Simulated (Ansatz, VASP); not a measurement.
**Hf in VASP and in Ansatz**

```xyz
1
Lattice="-1.8050 1.8050 1.8050 1.8050 -1.8050 1.8050 1.8050 1.8050 -1.8050" Properties=species:S:1:pos:R:3 pbc="T T T"
Hf    0.0000    0.0000    0.0000
```

Alike in both runs: task relaxation of cell and atoms; functional PBEsol; k mesh 9 × 9 × 9; occupations fermi-dirac, width 0.3 eV; no spin polarisation.

|  | VASP | Ansatz |
| --- | --- | --- |
| version | VASP 6.6.1 | Ansatz 0.2.0 |
| potentials or method | VASP PAW PBE potentials, release 64 (Hf_pv) | plane waves, PAW |
| plane-wave cutoff (eV) | 600 | 420 |
| valence electrons in the cell | 10 | 26 |

```tsv
	VASP	Ansatz	Ansatz less VASP
relaxed volume (Å³/atom)	21.64	21.71	+0.068
relaxed cell length with the largest relative difference (Å)	3.041	3.044	+0.0032
```

VASP's potentials were made for PBE, not for PBEsol. VASP's potentials hold 10 valence electrons a cell and Ansatz's 26, so a difference there can come from the potentials and not from the codes. Ansatz's warnings: stress scf threshold loose.

Neither program's run includes spin-orbit coupling.
